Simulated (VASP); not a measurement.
# K2H3Au (P-6m2) in VASP: a series of runs

The runs below take K2H3Au through single point, relaxation of cell and atoms, with PBEsol.

All numbers are computed with VASP 6.6.1; they aren't measurements. Logs are shortened: lines on timing, memory, paths and dates and some standing lists are left out, and cuts for length are marked.

### 1 The cell of the first run

It takes space group P-6m2 (No. 187, hexagonal). The conventional cell has a = 3.623 Å, b = 3.623 Å, c = 8.301 Å, α = 90.00°, β = 90.00°, γ = 120.00°. Within 3.7 Å of K (site symmetry 3m) lie 9 H at 2.63 to 3.30 Å and 7 K at 3.20 to 3.62 Å and 3 Au at 3.30 Å. H (site symmetry -6m2) has 3 H at 2.09 Å and 6 K at 2.63 Å within 2.8 Å. Within 2.8 Å of H (site symmetry -6m2) lie 3 Au at 2.09 Å. Within 2.8 Å of H (site symmetry -6m2) lie 3 H at 2.09 Å and 6 K at 2.63 Å. Within 2.8 Å of Au (site symmetry -6m2) lie 3 H at 2.09 Å.

### 2 Single point, PBEsol

INCAR

```
SYSTEM = K2H3Au
PREC = Accurate
ENCUT = 520
EDIFF = 1E-6
ISMEAR = -1
SIGMA = 0.03
LREAL = .False.
LASPH = .True.
NELM = 60
ALGO = Normal
ISIF = 2
LWAVE = .False.
LCHARG = .True.
GGA = PS
LELF = .True.
LVHAR = .True.
NBANDS = 25
```

KPOINTS

```
regular mesh
0
Gamma
  6 6 4
  0 0 0
```

POSCAR

```
K2H3Au
1.0
    3.6225602137     -0.0000000026      0.0000000000
   -1.8112801046      3.1372291731      0.0000000000
    0.0000000000      0.0000000000      8.3012005438
K H Au
2 3 1
Direct
    0.6666666667      0.3333333333      0.3070349559
    0.6666666667      0.3333333333      0.6929650441
    0.0000000000      0.0000000000      0.5000000000
    0.3333333333      0.6666666667      0.0000000000
    0.3333333333      0.6666666667      0.5000000000
    0.0000000000      0.0000000000      0.0000000000
```

Potentials or basis: VASP PAW PBE potentials, release 64 (K_sv, H, Au).

Started as:

```sh
$ cat potpaw_PBE.64/K_sv/POTCAR potpaw_PBE.64/H/POTCAR potpaw_PBE.64/Au/POTCAR > POTCAR
$ mpirun -np 1 vasp_std > vasp.out
```

OUTCAR:

```text
SYSTEM = K2H3Au
   PREC = Accurate
   ENCUT = 520
   EDIFF = 1E-6
   ISMEAR = -1
   LREAL = .False.
   LASPH = .True.
   NELM = 60
   ISIF = 2
   GGA = PS

 ion  position               nearest neighbor table
   1  0.667  0.333  0.307-   2 3.20   6 3.30   6 3.30   6 3.30
   2  0.667  0.333  0.693-   1 3.20   6 3.30   6 3.30   6 3.30
   3  0.000  0.000  0.500-
   4  0.333  0.667  0.000-   6 2.09   6 2.09   6 2.09
   5  0.333  0.667  0.500-
   6  0.000  0.000  0.000-   4 2.09   4 2.09   4 2.09   1 3.30   2 3.30   2 3.30   1 3.30   2 3.30
                             1 3.30

  LATTYP: Found a hexagonal cell.
 ALAT       =     3.6225602137
 C/A-ratio  =     2.2915286577

  Lattice vectors:

 A1 = (   3.6225602137,  -0.0000000026,   0.0000000000)
 A2 = (  -1.8112801046,   3.1372291731,   0.0000000000)
 A3 = (   0.0000000000,   0.0000000000,   8.3012005438)

Analysis of symmetry for initial positions (statically):
=====================================================================
 Subroutine PRICEL returns:
 Original cell was already a primitive cell.

 Routine SETGRP: Setting up the symmetry group for a
 hexagonal supercell.

 Subroutine GETGRP returns: Found 12 space group operations
 (whereof 12 operations were pure point group operations)
 out of a pool of 24 trial point group operations.

The static configuration has the point symmetry D_3h.

Analysis of symmetry for dynamics (positions and initial velocities):
=====================================================================
 Subroutine PRICEL returns:
 Original cell was already a primitive cell.

 Routine SETGRP: Setting up the symmetry group for a
 hexagonal supercell.

 Subroutine GETGRP returns: Found 12 space group operations
 (whereof 12 operations were pure point group operations)
 out of a pool of 24 trial point group operations.

The dynamic configuration has the point symmetry D_3h.

 Subroutine INISYM returns: Found 12 space group operations
 (whereof 12 operations are pure point group operations),
 and found     1 'primitive' translations

----------------------------------------------------------------------------------------

                                     Primitive cell

  volume of cell :      94.3415

  direct lattice vectors                    reciprocal lattice vectors
     3.622560214 -0.000000003  0.000000000     0.276047862  0.159376307  0.000000000
    -1.811280105  3.137229173  0.000000000     0.000000000  0.318752614  0.000000000
     0.000000000  0.000000000  8.301200544     0.000000000  0.000000000  0.120464503

  length of vectors
     3.622560214  3.622560214  8.301200544     0.318752614  0.318752614  0.120464503

  position of ions in fractional coordinates (direct lattice)
     0.666666667  0.333333333  0.307034956
     0.666666667  0.333333333  0.692965044
     0.000000000  0.000000000  0.500000000
     0.333333333  0.666666667  0.000000000
     0.333333333  0.666666667  0.500000000
     0.000000000  0.000000000  0.000000000

  ion indices of the primitive-cell ions
   primitive index   ion index
                 1           1
                 2           2
                 3           3
                 4           4
                 5           5
                 6           6

----------------------------------------------------------------------------------------

 KPOINTS: regular mesh

Automatic generation of k-mesh.
 Grid dimensions read from file:
 generate k-points for:    6    6    4

 Generating k-lattice:

  Cartesian coordinates                     Fractional coordinates (reciprocal lattice)
     0.046007977  0.026562718  0.000000000     0.166666667  0.000000000  0.000000000
     0.000000000  0.053125436  0.000000000     0.000000000  0.166666667  0.000000000
     0.000000000  0.000000000  0.030116126     0.000000000  0.000000000  0.250000000

  Length of vectors
     0.053125436  0.053125436  0.030116126

  Shift w.r.t. Gamma in fractional coordinates (k-lattice)
     0.000000000  0.000000000  0.000000000

 Subroutine IBZKPT returns following result:
 ===========================================

 Found     21 irreducible k-points:

 Following reciprocal coordinates:
            Coordinates               Weight
  0.000000  0.000000  0.000000      1.000000
  0.166667 -0.000000  0.000000      6.000000
  0.333333  0.000000  0.000000      6.000000
  0.500000  0.000000  0.000000      3.000000
  0.166667  0.166667  0.000000      6.000000
  0.333333  0.166667  0.000000     12.000000
[... 13 lines left out ...]
  0.333333  0.166667  0.500000     12.000000
  0.333333  0.333333  0.500000      2.000000
   k-points           NKPTS =     21   k-points in BZ     NKDIM =     21   number of bands    NBANDS=     25
   number of dos      NEDOS =    301   number of ions     NIONS =      6
   total plane-waves  NPLWV =  50176
   dimension x,y,z NGX =    28 NGY =   28 NGZ =   64
   dimension x,y,z NGXF=    56 NGYF=   56 NGZF=  128
   ions per type =               2   3   1
   NGX,Y,Z   is equivalent  to a cutoff of  12.85, 12.85, 12.82 a.u.
   NGXF,Y,Z  is equivalent  to a cutoff of  25.70, 25.70, 25.63 a.u.
 SYSTEM =  K2H3Au
   PREC   = accura    normal or accurate (medium, high low for compatibility)
   ISTART =      0    job   : 0-new  1-cont  2-samecut
   ICHARG =      2    charge: 1-file 2-atom 10-const
   ISPIN  =      1    spin polarized calculation?
   LNONCOLLINEAR =      F non collinear calculations
   LSORBIT =      F    spin-orbit coupling
   LASPH  =      T    aspherical Exc in radial PAW
   ENCUT  =  520.0 eV  38.22 Ry    6.18 a.u.   6.74  6.74 15.43*2*pi/ulx,y,z
   NELM   =     60;   NELMIN=  2; NELMDL= -5     # of ELM steps
   EDIFF  = 0.1E-05   stopping-criterion for ELM
   LREAL  =      F    real-space projection
   EDIFFG = 0.1E-04   stopping-criterion for IOM
   NSW    =      0    number of steps for IOM
   IBRION =     -1    ionic relax: 0-MD 1-quasi-New 2-CG
   NFREE  =      0    steps in history (QN), initial steepest desc. (CG)
   ISIF   =      2    stress and relaxation
   ISYM   =      2    0-nonsym 1-usesym 2-fastsym
   POTIM  = 0.5000    time-step for ionic-motion
   TEBEG  =    0.0;   TEEND  =   0.0 temperature during run
   PSTRESS=    0.0 pullay stress
   NELECT =      32.0000    total number of electrons
   NUPDOWN=      -1.0000    fix difference up-down
   EMIN   =  10.00;   EMAX   =-10.00  energy-range for DOS
   EFERMI =   0.00;   METHOD = LEGACY
   ISMEAR =    -1;   SIGMA  =   0.03  broadening in eV -4-tet -1-fermi 0-gaus
   EFERMI_NEDOS =   21; number of points for ismear=-14 and -15
   IALGO  =     38    algorithm
   IMIX   =      4    mixing-type and parameters
     AMIX     =   0.40;   BMIX     =  1.00
     AMIX_MAG =   1.60;   BMIX_MAG =  1.00
  volume/ion in A,a.u.               =      15.72       106.11
  Fermi-wavevector in a.u.,A,eV,Ry     =   1.141714  2.157526 17.735335  1.303510
  Thomas-Fermi vector in A             =   2.278413
   LORBIT       =      0    0 simple, 1 ext, 2 COOP (PROOUT), +10 PAW based schemes
   GGA     = PS    functional components
   LHFCALC =     F    Hartree Fock is set to
   AEXX    =    0.0000 exact exchange contribution
   IVDW    =     0    specifies the selected vdW correction
   LEPSILON=     F    determine dielectric tensor
   LRPA    =     F    only Hartree local field effects (RPA)
 non-spin polarized calculation
  energy-cutoff  :      520.00
  volume of cell :       94.34
 maximum number of plane-waves:      2563
 NGX is ok and might be reduce to    28
   NGX = 13   NGY = 13   NGZ = 31

 number of electron      32.0000000 magnetization

 Free energy of the ion-electron system (eV)
  ---------------------------------------------------
  ext. energy  EPLUGINS =         0.00000000
  ---------------------------------------------------
  free energy    TOTEN  =       -14.78656841 eV

  energy without entropy =      -14.77249704  energy(sigma->0) =      -14.77953272

 E-fermi :   2.0733     XC(G=0):  -9.2364

 val. band max:        2.0661618122   @ k =   0.3333   0.1667   0.0000
 cond. band min:       2.2919686658   @ k =   0.0000   0.0000   0.2500
 fundamental gap:      0.2258068536
 Fermi energy:         2.0732921992

 k-point     1 :       0.0000    0.0000    0.0000
  band No.  band energies     occupation
      1     -28.1445      2.00000
      2     -28.0766      2.00000
      3     -12.1021      2.00000
      4     -11.4674      2.00000
      5     -11.4593      2.00000
      6     -11.4593      2.00000
[... 17 lines left out ...]
     24       9.0154      0.00000
     25       9.6812      0.00000

 k-point     2 :       0.1667   -0.0000    0.0000
  band No.  band energies     occupation
      1     -28.1248      2.00000
      2     -28.0584      2.00000
      3     -12.0474      2.00000
      4     -11.6431      2.00000
      5     -11.5594      2.00000
      6     -11.4944      2.00000
[... 17 lines left out ...]
     24       9.0364      0.00000
     25       9.3300      0.00000

 k-point     3 :       0.3333    0.0000    0.0000
  band No.  band energies     occupation
      1     -28.0851      2.00000
      2     -28.0218      2.00000
      3     -11.9984      2.00000
      4     -11.9205      2.00000
      5     -11.8530      2.00000
      6     -11.5635      2.00000
[... 468 lines left out ...]
 k-point    20 :       0.3333    0.1667    0.5000
  band No.  band energies     occupation
      1     -28.0649      2.00000
      2     -28.0036      2.00000
      3     -12.0526      2.00000
      4     -11.9284      2.00000
      5     -11.8647      2.00000
      6     -11.6951      2.00000
[... 17 lines left out ...]
     24       9.3296      0.00000
     25      10.0657      0.00000

 k-point    21 :       0.3333    0.3333    0.5000
  band No.  band energies     occupation
      1     -28.0550      2.00000
      2     -27.9942      2.00000
      3     -11.9273      2.00000
      4     -11.9242      2.00000
      5     -11.8425      2.00000
      6     -11.8265      2.00000
[... 17 lines left out ...]
     24       9.3111      0.00000
     25      10.9164      0.00000

------------------------ aborting loop because EDIFF is reached ----------------------------------------

  FORCE on cell =-STRESS in cart. coord.  units (eV):
  Direction    XX          YY          ZZ          XY          YZ          ZX
  --------------------------------------------------------------------------------------
  -------------------------------------------------------------------------------------
  Total       -0.0242434     -0.0242434      0.0072286      0.0000000      0.0000000      0.0000000
  in kB       -0.4117193     -0.4117193      0.1227614      0.0000000      0.0000000      0.0000000
  external PRESSURE =      -0.2335591 kB  Pullay stress =       0.0000000 kB

 VOLUME and BASIS-vectors are now :
 -----------------------------------------------------------------------------
  energy-cutoff  :      520.00
  volume of cell :       94.34
      direct lattice vectors                 reciprocal lattice vectors
     3.622560214 -0.000000003  0.000000000     0.276047862  0.159376307  0.000000000
    -1.811280105  3.137229173  0.000000000     0.000000000  0.318752614  0.000000000
     0.000000000  0.000000000  8.301200544     0.000000000  0.000000000  0.120464503

 POSITION                                       TOTAL-FORCE (eV/Angst)
 -----------------------------------------------------------------------------------
      1.81128      1.04574      2.54876        -0.000000      0.000000     -0.008891
      1.81128      1.04574      5.75244        -0.000000      0.000000      0.008891
      0.00000      0.00000      4.15060         0.000000     -0.000000      0.000000
      0.00000      2.09149      0.00000         0.000000     -0.000000      0.000000
      0.00000      2.09149      4.15060         0.000000     -0.000000      0.000000
      0.00000      0.00000      0.00000         0.000000     -0.000000      0.000000
 -----------------------------------------------------------------------------------
    total drift:                               -0.000000      0.000000      0.000000

  FREE ENERGIE OF THE ION-ELECTRON SYSTEM (eV)
  ---------------------------------------------------
  free  energy   TOTEN  =       -14.7865684056 eV

  energy  without entropy=      -14.7724970409  energy(sigma->0) =      -14.77953272
```

Run time: 84 s. Hardware: 1 thread of AMD EPYC 9755, shared host; peak memory 0.19 GiB.

Results:

```yaml
Free_energy: -14.7866 eV
Pressure: 0.0 GPa
Largest_force: 0.009 eV/Å
Band_gap_on_the_k_mesh: zero (bands 16 and 17 overlap by 2.24 eV)
```

Forces in eV/Å, atoms in the order of the input:
```
K    0.000  0.000 -0.009
K    0.000  0.000  0.009
H    0.000  0.000  0.000
H    0.000  0.000  0.000
H    0.000  0.000  0.000
Au   0.000  0.000  0.000
```

Caveat: the PAW data sets were made with another functional, which shifts forces and pressure a little; spin-orbit coupling is left out, which moves the levels of the heavy elements.

### 3 Relaxation of cell and atoms, PBEsol

This run uses another cell than the first one, of 20.83 Å³/atom.

INCAR

```
  ALGO = Normal
  EDIFF = 1E-7
  EDIFFG = -0.01
  ENCUT = 600
  GGA = PS
  IBRION = 2
  ISIF = 3
  ISMEAR = -1
  LASPH = True
  LCHARG = False
  LREAL = False
  LWAVE = False
  NELM = 100
  NSW = 100
  PREC = Accurate
  SIGMA = 0.03
```

KPOINTS

```
k-points
0
Gamma
  6 6 4
```

POSCAR

```
K2H3Au
1.0
    4.0956633500      0.0000000000      0.0000000000
   -2.0478316700      3.5469485000      0.0000000000
    0.0000000000      0.0000000000      8.6025820600
K H Au
2 3 1
Direct
    0.6666666700      0.3333333300      0.2478670000
    0.6666666700      0.3333333300      0.7521330000
    0.0000000000      0.0000000000      0.5000000000
    0.3333333300      0.6666666700      0.0000000000
    0.3333333300      0.6666666700      0.5000000000
    0.0000000000      0.0000000000      0.0000000000
```

Potentials or basis: VASP PAW PBE potentials, release 64 (K_sv, H, Au).

Started as:

```sh
$ cat potpaw_PBE.64/K_sv/POTCAR potpaw_PBE.64/H/POTCAR potpaw_PBE.64/Au/POTCAR > POTCAR
$ mpirun -np 1 vasp_std > vasp.out
```

It took 23 min on 1 thread of AMD EPYC 9755, shared host; peak memory 0.31 GiB.

Results (log left out):

| Property | Result |
| --- | --- |
| Free energy | -14.7882 eV |
| Relaxed volume | 15.76 Å³/atom |
| Relaxed cell | a = 3.624 Å, b = 3.624 Å, c = 8.313 Å, α = 90.00°, β = 90.00°, γ = 120.00° |
| Space group after relaxing (to 0.1 Å) | P-6m2 (No. 187) |
| Energy gained by relaxing | 148.1 meV/atom |
| Ionic steps | 14 |
| Pressure after relaxing | 0.0 GPa |
| Largest force after relaxing | 0.006 eV/Å |
| Band gap on the k mesh | zero (bands 16 and 17 overlap by 2.24 eV) |

Forces in eV/Å, atoms in the order of the input:
```
K    0.000  0.000  0.006
K    0.000  0.000 -0.006
H    0.000  0.000  0.000
H    0.000  0.000  0.000
H    0.000  0.000  0.000
Au   0.000  0.000  0.000
```

The path:
| step | energy change (eV) | largest force (eV/Å) | pressure (GPa) | volume (Å³) |
| --- | --- | --- | --- | --- |
| 1 | 0.0000 | 0.7918 | -3.21 | 124.97 |
| 2 | -0.1990 | 0.8774 | -2.59 | 117.58 |
| 3 | -0.5568 | 1.0698 | 1.22 | 97.16 |
| 4 | -0.5591 | 1.0864 | 3.07 | 92.00 |
| 5 | -0.6992 | 0.7341 | 2.89 | 90.24 |
| 6 | -0.8042 | 0.1661 | 3.21 | 87.18 |
| 7 | -0.8734 | 0.1236 | 0.88 | 92.38 |
| 8 | -0.8812 | 0.1087 | -0.15 | 95.30 |
| 9 | -0.8813 | 0.1097 | -0.07 | 95.05 |
| 10 | -0.8839 | 0.0916 | -0.05 | 94.91 |
| 11 | -0.8883 | 0.0365 | 0.03 | 94.49 |
| 12 | -0.8887 | 0.0149 | 0.07 | 94.32 |
| 13 | -0.8887 | 0.0169 | 0.06 | 94.34 |
| 14 | -0.8888 | 0.0056 | -0.01 | 94.55 |

Final structure:
```cif
data_structure
_symmetry_space_group_name_H-M 'P 1'
_symmetry_Int_Tables_number 1
_cell_length_a 3.6239
_cell_length_b 3.6239
_cell_length_c 8.3131
_cell_angle_alpha 90.000
_cell_angle_beta 90.000
_cell_angle_gamma 120.000
_cell_volume 94.55
loop_
_atom_site_label
_atom_site_type_symbol
_atom_site_fract_x
_atom_site_fract_y
_atom_site_fract_z
_atom_site_occupancy
K1 K 0.66667 0.33333 0.30659 1
K2 K 0.66667 0.33333 0.69341 1
H1 H 0.00000 0.00000 0.50000 1
H2 H 0.33333 0.66667 0.00000 1
H3 H 0.33333 0.66667 0.50000 1
Au1 Au 0.00000 0.00000 0.00000 1
```

Levels at points of the mesh, in eV from the Fermi level:
```tsv
k point	band 12	band 13	band 14	band 15	band 16	band 17	band 18	band 19	band 20
(0.00, 0.00, 0.00)	-3.92	-3.56	-3.46	-3.46	-0.18	3.08	4.04	4.25	4.87
(0.50, 0.00, 0.00)	-3.58	-3.07	-2.77	-2.24	-1.48	-0.74	2.54	3.82	5.37
(0.00, 0.00, 0.50)	-3.92	-3.89	-3.46	-3.46	0.78	2.22	3.08	4.89	5.00
(0.50, 0.00, 0.50)	-3.58	-3.07	-2.77	-2.18	-1.22	-1.17	2.82	4.05	5.09
```

Caveat: the volume moved by over 15 % at a fixed basis, so the end points are rough; the PAW data sets were made with another functional, which shifts forces and pressure a little; spin-orbit coupling is left out, which moves the levels of the heavy elements.

The gap in the log of VASP goes by the Fermi energy; the results here count the filled bands.